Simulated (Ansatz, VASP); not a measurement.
# Two plane-wave programs on Ge2Sb2Te5

INCAR

```
SYSTEM = Ge2Sb2Te5
PREC     = Accurate       ! precision mode
ENCUT    = 520            ! plane-wave cutoff, eV
EDIFF    = 1E-7           ! SCF threshold, eV
ISMEAR   = 0              ! smearing method
SIGMA    = 0.1            ! smearing width, eV
LREAL    = .False.        ! projectors in reciprocal space
LASPH    = .True.         ! aspherical terms in the spheres
NELM     = 100            ! most SCF steps
ALGO     = Normal         ! electronic algorithm
ISIF     = 2              ! what is computed and relaxed
LWAVE    = .False.        ! write WAVECAR
LCHARG   = .False.        ! write CHGCAR
GGA      = CA             ! functional
NBANDS   = 44             ! bands
```

Contents of KPOINTS:

```
regular mesh
0
Gamma
  6 6 1
  0 0 0
```

The input POSCAR:

```
Ge2Sb2Te5
1.0
    4.2940644200      0.0000000000      0.0000000000
   -2.1470322100      3.7187688800      0.0000000000
    0.0000000000      0.0000000000     17.1013460000
Ge Sb Te
2 2 5
Direct
    0.3333333300      0.6666666700      0.8971050000
    0.6666666700      0.3333333300      0.1028950000
    0.0000000000      0.0000000000      0.6799320000
    0.0000000000      0.0000000000      0.3200680000
    0.0000000000      0.0000000000      0.0000000000
    0.6666666700      0.3333333300      0.7984580000
    0.3333333300      0.6666666700      0.2015420000
    0.3333333300      0.6666666700      0.5801080000
    0.6666666700      0.3333333300      0.4198920000
```

Input for Ansatz:

```yaml
crystal:
  lattice:
    - [4.29406442, 0.0, 0.0]
    - [-2.14703221, 3.71876888, 0.0]
    - [0.0, 0.0, 17.101346]
  atoms:
    - { symbol: Ge, position: [0.33333333, 0.66666667, 0.897105] }
    - { symbol: Ge, position: [0.66666667, 0.33333333, 0.102895] }
    - { symbol: Sb, position: [0.0, 0.0, 0.679932] }
    - { symbol: Sb, position: [0.0, 0.0, 0.320068] }
    - { symbol: Te, position: [0.0, 0.0, 0.0] }
    - { symbol: Te, position: [0.66666667, 0.33333333, 0.798458] }
    - { symbol: Te, position: [0.33333333, 0.66666667, 0.201542] }
    - { symbol: Te, position: [0.33333333, 0.66666667, 0.580108] }
    - { symbol: Te, position: [0.66666667, 0.33333333, 0.419892] }
basis:
  ecutwfc: 420
kpoints:
  mp_grid: { grid: [6, 6, 1] }
hamiltonian:
  xc: lda
  pseudopotentials: { kind: paw, azcp: { folder: soft_1 } }
scf:
  occupations: { method: gaussian, width: 0.1 }
output:
  forces: true
  stress: true
  eigenvalues: true
```

Alike in both runs: task single point; functional LDA; k mesh 6 × 6 × 1; occupations gaussian, width 0.1 eV; no spin polarisation.

```csv
,VASP,Ansatz
version,VASP 6.6.1,Ansatz 0.2.0
potentials or method,"VASP PAW LDA potentials, release 64 (Ge_d, Sb, Te), cutoff 520 eV","scalar-relativistic, plane waves, PAW"
valence electrons in the cell,68,138
```

```tsv
	VASP	Ansatz	Ansatz less VASP
gap on the k mesh at the Fermi level (eV)	0.27	0.28	+0.009
least direct gap on the mesh (eV)	0.27	0.28	+0.009
pressure (GPa)	-3.3	-3.4	-0.08
rms of the force components (eV/Å)	0.052	0.061	+0.0090
```

Ansatz warns that its potentials were made for another functional, while VASP's fit it. LDA's correlation is that of Perdew and Zunger in VASP and of Perdew and Wang (1992) in Ansatz. Atom by atom the forces differ by 0.014 eV/Å (rms over components). VASP's potentials hold 68 valence electrons a cell and Ansatz's 138, so a difference there can come from the potentials and not from the codes.

Neither program's run includes spin-orbit coupling.
